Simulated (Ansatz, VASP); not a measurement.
Two plane-wave programs on Na

```xyz
3
Lattice="5.8156 0.0000 0.0000 -2.9078 5.0364 0.0000 0.0000 0.0000 3.4388" Properties=species:S:1:pos:R:3 pbc="T T T"
Na    2.9078    5.0364    0.0000
Na    0.0000    3.3576    1.7194
Na    2.9078    1.6788    1.7194
```

Alike in both runs: functional LDA; k mesh 6 × 6 × 9; occupations fermi-dirac, width 0.1 eV; no spin polarisation.

Ansatz relaxed the structure, and its values are those at the end. VASP's run is a single point on that final structure, the one shown.

```csv
,VASP,Ansatz
version,VASP 6.6.1,Ansatz 0.2.0
potentials or method,"VASP PAW LDA potentials, release 64 (Na_pv), cutoff 520 eV","plane waves (420 eV) with PAW, scalar-relativistic"
valence electrons in the cell,21,27
```

```tsv
	VASP	Ansatz	Ansatz less VASP
pressure (GPa)	0.0	0.0	+0.02
```

Ansatz warns that its potentials were made for another functional, while VASP's fit it. LDA's correlation is that of Perdew and Zunger in VASP and of Perdew and Wang (1992) in Ansatz. VASP's potentials hold 21 valence electrons a cell and Ansatz's 27, so a difference there can come from the potentials and not from the codes.
